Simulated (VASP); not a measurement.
# Cu (P6_3/mmc) in VASP: a series of runs

Cu is run at these levels: PBE; tasks: single point.

All numbers are computed with VASP 6.6.1; they aren't measurements. Logs are shortened: lines on timing, memory, paths and dates and some standing lists are left out, and cuts for length are marked.

## Step 1: The cell of the first run

Symmetry: P6_3/mmc, No. 194, hexagonal system. Conventional cell: a = 2.645 Å, b = 2.645 Å, c = 3.923 Å, α = 90.00°, β = 90.00°, γ = 120.00°. Within 3.3 Å of Cu (site symmetry -6m2) lie 12 Cu at 2.49 to 2.65 Å.

This isn't the form of Cu at room conditions, which is fcc.

## Step 2: Single point, PBE (strained)

File INCAR:

```
SYSTEM = Cu
ALGO = Normal ; EDIFF = 1E-6
ENCUT = 520 ; GGA = PE
ISIF = 2 ; ISMEAR = 0
LASPH = .True. ; LCHARG = .True.
LELF = .True. ; LREAL = .False.
LVHAR = .True. ; LWAVE = .False.
NBANDS = 18 ; NELM = 80
PREC = Accurate ; SIGMA = 0.1
```

File KPOINTS:

```
k-points
0
Gamma
  18 18 10
  0 0 0
```

File POSCAR:

```
Cu
1.0
    2.6451914678      0.0000000000      0.0000000000
   -1.3225957339      2.2908030090      0.0000000000
    0.0000000000      0.0000000000      3.9227347226
Cu
2
Direct
    0.3333333300      0.6666666700      0.2500000000
    0.6666666700      0.3333333300      0.7500000000
```

Potentials or basis: VASP PAW PBE potentials, release 64 (Cu).

Run with:

```console
$ cat potpaw_PBE.64/Cu/POTCAR > POTCAR
$ mpirun -np 1 vasp_std > vasp.out
```

OUTCAR:

```text
SYSTEM = Cu
   EDIFF = 1E-6
   ENCUT = 520
   GGA = PE
   ISIF = 2
   ISMEAR = 0
   LASPH = .True.
   LREAL = .False.
   NELM = 80
   PREC = Accurate

 ion  position               nearest neighbor table
   1  0.333  0.667  0.250-   2 2.49   2 2.49   2 2.49   2 2.49   2 2.49   2 2.49
   2  0.667  0.333  0.750-   1 2.49   1 2.49   1 2.49   1 2.49   1 2.49   1 2.49

  LATTYP: Found a hexagonal cell.
 ALAT       =     2.6451914678
 C/A-ratio  =     1.4829681595

  Lattice vectors:

 A1 = (   2.6451914678,   0.0000000000,   0.0000000000)
 A2 = (  -1.3225957339,   2.2908030090,   0.0000000000)
 A3 = (   0.0000000000,   0.0000000000,   3.9227347226)

Analysis of symmetry for initial positions (statically):
=====================================================================
 Subroutine PRICEL returns:
 Original cell was already a primitive cell.

 Routine SETGRP: Setting up the symmetry group for a
 hexagonal supercell.

 Subroutine GETGRP returns: Found 24 space group operations
 (whereof 12 operations were pure point group operations)
 out of a pool of 24 trial point group operations.

The static configuration has the point symmetry D_3d.
 The point group associated with its full space group is D_6h.

Analysis of symmetry for dynamics (positions and initial velocities):
=====================================================================
 Subroutine PRICEL returns:
 Original cell was already a primitive cell.

 Routine SETGRP: Setting up the symmetry group for a
 hexagonal supercell.

 Subroutine GETGRP returns: Found 24 space group operations
 (whereof 12 operations were pure point group operations)
 out of a pool of 24 trial point group operations.

The dynamic configuration has the point symmetry D_3d.
 The point group associated with its full space group is D_6h.

 Subroutine INISYM returns: Found 24 space group operations
 (whereof 12 operations are pure point group operations),
 and found     1 'primitive' translations

----------------------------------------------------------------------------------------

                                     Primitive cell

  volume of cell :      23.7703

  direct lattice vectors                    reciprocal lattice vectors
     2.645191468  0.000000000  0.000000000     0.378044468  0.218264075  0.000000000
    -1.322595734  2.290803009  0.000000000     0.000000000  0.436528150  0.000000000
     0.000000000  0.000000000  3.922734723     0.000000000  0.000000000  0.254924197

  length of vectors
     2.645191468  2.645191468  3.922734723     0.436528150  0.436528150  0.254924197

  position of ions in fractional coordinates (direct lattice)
     0.333333330  0.666666670  0.250000000
     0.666666670  0.333333330  0.750000000

  ion indices of the primitive-cell ions
   primitive index   ion index
                 1           1
                 2           2

----------------------------------------------------------------------------------------

 KPOINTS: k-points

Automatic generation of k-mesh.
 Grid dimensions read from file:
 generate k-points for:   18   18   10

 Generating k-lattice:

  Cartesian coordinates                     Fractional coordinates (reciprocal lattice)
     0.021002470  0.012125782  0.000000000     0.055555556  0.000000000  0.000000000
     0.000000000  0.024251564  0.000000000     0.000000000  0.055555556  0.000000000
     0.000000000  0.000000000  0.025492420     0.000000000  0.000000000  0.100000000

  Length of vectors
     0.024251564  0.024251564  0.025492420

  Shift w.r.t. Gamma in fractional coordinates (k-lattice)
     0.000000000  0.000000000  0.000000000

 Subroutine IBZKPT returns following result:
 ===========================================

 Found    222 irreducible k-points:

 Following reciprocal coordinates:
            Coordinates               Weight
  0.000000  0.000000  0.000000      1.000000
  0.055556 -0.000000  0.000000      6.000000
  0.111111 -0.000000  0.000000      6.000000
  0.166667 -0.000000  0.000000      6.000000
  0.222222 -0.000000  0.000000      6.000000
  0.277778 -0.000000  0.000000      6.000000
[... 16 lines left out ...]
  0.333333  0.111111  0.000000     12.000000
  0.388889  0.111111  0.000000     12.000000
 [... further k-points ...]
   k-points           NKPTS =    222   k-points in BZ     NKDIM =    222   number of bands    NBANDS=     18
   number of dos      NEDOS =    301   number of ions     NIONS =      2
   total plane-waves  NPLWV =  12000
   dimension x,y,z NGX =    20 NGY =   20 NGZ =   30
   dimension x,y,z NGXF=    40 NGYF=   40 NGZF=   60
   ions per type =               2
   NGX,Y,Z   is equivalent  to a cutoff of  12.57, 12.57, 12.71 a.u.
   NGXF,Y,Z  is equivalent  to a cutoff of  25.14, 25.14, 25.43 a.u.
 SYSTEM =  Cu
   PREC   = accura    normal or accurate (medium, high low for compatibility)
   ISTART =      0    job   : 0-new  1-cont  2-samecut
   ICHARG =      2    charge: 1-file 2-atom 10-const
   ISPIN  =      1    spin polarized calculation?
   LNONCOLLINEAR =      F non collinear calculations
   LSORBIT =      F    spin-orbit coupling
   LASPH  =      T    aspherical Exc in radial PAW
   ENCUT  =  520.0 eV  38.22 Ry    6.18 a.u.   4.92  4.92  7.29*2*pi/ulx,y,z
   NELM   =     80;   NELMIN=  2; NELMDL= -5     # of ELM steps
   EDIFF  = 0.1E-05   stopping-criterion for ELM
   LREAL  =      F    real-space projection
   EDIFFG = 0.1E-04   stopping-criterion for IOM
   NSW    =      0    number of steps for IOM
   IBRION =     -1    ionic relax: 0-MD 1-quasi-New 2-CG
   NFREE  =      0    steps in history (QN), initial steepest desc. (CG)
   ISIF   =      2    stress and relaxation
   ISYM   =      2    0-nonsym 1-usesym 2-fastsym
   POTIM  = 0.5000    time-step for ionic-motion
   TEBEG  =    0.0;   TEEND  =   0.0 temperature during run
   PSTRESS=    0.0 pullay stress
   NELECT =      22.0000    total number of electrons
   NUPDOWN=      -1.0000    fix difference up-down
   EMIN   =  10.00;   EMAX   =-10.00  energy-range for DOS
   EFERMI =   0.00;   METHOD = LEGACY
   ISMEAR =     0;   SIGMA  =   0.10  broadening in eV -4-tet -1-fermi 0-gaus
   EFERMI_NEDOS =   21; number of points for ismear=-14 and -15
   IALGO  =     38    algorithm
   IMIX   =      4    mixing-type and parameters
     AMIX     =   0.40;   BMIX     =  1.00
     AMIX_MAG =   1.60;   BMIX_MAG =  1.00
  volume/ion in A,a.u.               =      11.89        80.20
  Fermi-wavevector in a.u.,A,eV,Ry     =   1.595406  3.014880 34.631170  2.545319
  Thomas-Fermi vector in A             =   2.693329
   LORBIT       =      0    0 simple, 1 ext, 2 COOP (PROOUT), +10 PAW based schemes
   GGA     = PE    functional components
   LHFCALC =     F    Hartree Fock is set to
   AEXX    =    0.0000 exact exchange contribution
   IVDW    =     0    specifies the selected vdW correction
   LEPSILON=     F    determine dielectric tensor
   LRPA    =     F    only Hartree local field effects (RPA)
 non-spin polarized calculation
 Gauss-broadening in eV      SIGMA  =   0.10
  energy-cutoff  :      520.00
  volume of cell :       23.77
 maximum number of plane-waves:       663
 NGX is ok and might be reduce to    20
   NGX =  9   NGY =  9   NGZ = 15

 number of electron      22.0000008 magnetization

 Free energy of the ion-electron system (eV)
  ---------------------------------------------------
  ext. energy  EPLUGINS =         0.00000000
  ---------------------------------------------------
  free energy    TOTEN  =        -7.36111968 eV

  energy without entropy =       -7.35816818  energy(sigma->0) =       -7.35964393

 E-fermi :   7.5181     XC(G=0): -12.6826

 val. band max:        7.5038803080   @ k =   0.4444   0.0556   0.4000
 cond. band min:       7.5682158637   @ k =   0.4444  -0.0000   0.5000
 fundamental gap:      0.0643355557
 Fermi energy:         7.5181145472

 k-point     1 :       0.0000    0.0000    0.0000
  band No.  band energies     occupation
      1      -1.7940      2.00000
      2       2.6050      2.00000
      3       4.5392      2.00000
      4       4.5392      2.00000
      5       4.7894      2.00000
      6       4.7894      2.00000
[... 10 lines left out ...]
     17      29.0428      0.00000
     18      29.0428      0.00000

 k-point     2 :       0.0556   -0.0000    0.0000
  band No.  band energies     occupation
      1      -1.7011      2.00000
      2       2.6492      2.00000
      3       4.4757      2.00000
      4       4.5719      2.00000
      5       4.7611      2.00000
      6       4.7669      2.00000
[... 10 lines left out ...]
     17      30.0973      0.00000
     18      30.3127      0.00000

 k-point     3 :       0.1111   -0.0000    0.0000
  band No.  band energies     occupation
      1      -1.4247      2.00000
      2       2.7726      2.00000
      3       4.3427      2.00000
      4       4.6501      2.00000
      5       4.6674      2.00000
      6       4.7051      2.00000
[... 10 lines left out ...]
     17      31.2284      0.00000
     18      31.3018      0.00000

 k-point     4 :       0.1667   -0.0000    0.0000
  band No.  band energies     occupation
      1      -0.9731      2.00000
      2       2.9447      2.00000
      3       4.1919      2.00000
      4       4.4050      2.00000
      5       4.6173      2.00000
      6       4.7377      2.00000
[... 375 lines left out ...]
      4       3.8360      2.00000
      5       4.3051      2.00000
      6       4.7808      2.00000
[... 10 lines left out ...]
     17      23.6322      0.00000
     18      26.8874      0.00000

 k-point    23 :       0.3333    0.1111    0.0000
  band No.  band energies     occupation
      1       2.1108      2.00000
      2       3.2046      2.00000
      3       3.3731      2.00000
      4       3.8951      2.00000
      5       4.2547      2.00000
      6       4.7320      2.00000
[... 10 lines left out ...]
     17      21.7834      0.00000
     18      26.4518      0.00000

 k-point    24 :       0.3889    0.1111    0.0000
  band No.  band energies     occupation
      1       2.5897      2.00000
      2       3.1343      2.00000
      3       3.2798      2.00000
      4       4.0039      2.00000
      5       4.2241      2.00000
      6       4.6997      2.00000
[... 10 lines left out ...]
     17      20.2492      0.00000
     18      26.1875      0.00000

 [... further k-points ...]

------------------------ aborting loop because EDIFF is reached ----------------------------------------

  FORCE on cell =-STRESS in cart. coord.  units (eV):
  Direction    XX          YY          ZZ          XY          YZ          ZX
  --------------------------------------------------------------------------------------
  -------------------------------------------------------------------------------------
  Total       -0.2840239     -0.2840239      2.0035979      0.0000000      0.0000000      0.0000000
  in kB      -19.1439537    -19.1439537    135.0477515      0.0000000      0.0000000      0.0000000
  external PRESSURE =      32.2532813 kB  Pullay stress =       0.0000000 kB

 VOLUME and BASIS-vectors are now :
 -----------------------------------------------------------------------------
  energy-cutoff  :      520.00
  volume of cell :       23.77
      direct lattice vectors                 reciprocal lattice vectors
     2.645191468  0.000000000  0.000000000     0.378044468  0.218264075  0.000000000
    -1.322595734  2.290803009  0.000000000     0.000000000  0.436528150  0.000000000
     0.000000000  0.000000000  3.922734723     0.000000000  0.000000000  0.254924197

 POSITION                                       TOTAL-FORCE (eV/Angst)
 -----------------------------------------------------------------------------------
     -0.00000      1.52720      0.98068         0.000000     -0.000000      0.000000
      1.32260      0.76360      2.94205        -0.000000      0.000000      0.000000
 -----------------------------------------------------------------------------------
    total drift:                               -0.000001      0.000000     -0.000000

  FREE ENERGIE OF THE ION-ELECTRON SYSTEM (eV)
  ---------------------------------------------------
  free  energy   TOTEN  =        -7.3611196773 eV

  energy  without entropy=       -7.3581681814  energy(sigma->0) =       -7.35964393
```

It took 97 s on 1 thread of Intel Xeon 8259CL, shared host; peak memory 0.2 GiB.

What came out:

| Item | Value |
| --- | --- |
| Free energy | -7.3611 eV |
| Pressure | 3.2 GPa |
| Band gap on the k mesh | zero (bands 11 and 12 overlap by 5.49 eV) |

Stress tensor (GPa, compression positive):
```
-1.91  0.00  0.00
 0.00 -1.91  0.00
 0.00  0.00 13.50
```

Caveat: the cell differs from its parent crystal (strained); the cell stands under pressure.

## Step 3: Single point, PBE (strained)

File INCAR:

```
SYSTEM = Cu
  PREC = Accurate
  ENCUT = 520
  EDIFF = 1E-6
  ISMEAR = 0
  SIGMA = 0.1
  LREAL = .False.
  LASPH = .True.
  NELM = 80
  ALGO = Fast
  ISIF = 2
  LWAVE = .False.
  LCHARG = .False.
  GGA = PE
  NBANDS = 18
```

File KPOINTS:

```
regular mesh
0
Gamma
  18 18 10
  0 0 0
```

File POSCAR:

```
Cu
1.0
    2.4981378381      0.0000000000      0.0000000000
   -1.2490689190      2.1634508299      0.0000000000
    0.0000000000      0.0000000000      4.4243450075
Cu
2
Direct
    0.3333333300      0.6666666700      0.2500000000
    0.6666666700      0.3333333300      0.7500000000
```

Potentials or basis: VASP PAW PBE potentials, release 64 (Cu).

Run with:

```console
$ cat potpaw_PBE.64/Cu/POTCAR > POTCAR
$ mpirun -np 1 vasp_std > vasp.out
```

Wall time 2 min (1 thread of Intel Xeon 8259CL, shared host); peak memory 0.2 GiB.

It converged, with:

```
Free energy            : -7.3850 eV
Pressure               : 2.3 GPa
Band gap on the k mesh : zero (bands 11 and 12 overlap by 6.38 eV)
```

Stress tensor (GPa, compression positive):
```
 6.52  0.00  0.00
 0.00  6.52  0.00
 0.00  0.00 -6.16
```

Levels at points of the mesh, in eV from the Fermi level:
| k point | band 7 | band 8 | band 9 | band 10 | band 11 | band 12 | band 13 | band 14 | band 15 | band 16 |
| --- | --- | --- | --- | --- | --- | --- | --- | --- | --- | --- |
| (0.00, 0.00, 0.00) | -2.81 | -2.26 | -2.26 | -1.72 | -1.72 | -1.63 | 2.64 | 20.81 | 22.36 | 23.38 |
| (0.50, 0.00, 0.00) | -2.76 | -1.68 | -1.51 | -1.45 | 0.17 | 1.81 | 7.43 | 7.47 | 10.24 | 10.29 |
| (0.00, 0.00, 0.50) | -2.95 | -2.95 | -1.92 | -1.92 | -1.92 | -1.92 | 10.36 | 10.36 | 23.01 | 23.01 |
| (0.50, 0.00, 0.50) | -1.88 | -1.88 | -1.48 | -1.48 | 0.60 | 0.60 | 5.01 | 5.01 | 15.94 | 15.94 |

Caveat: the cell differs from its parent crystal (strained).
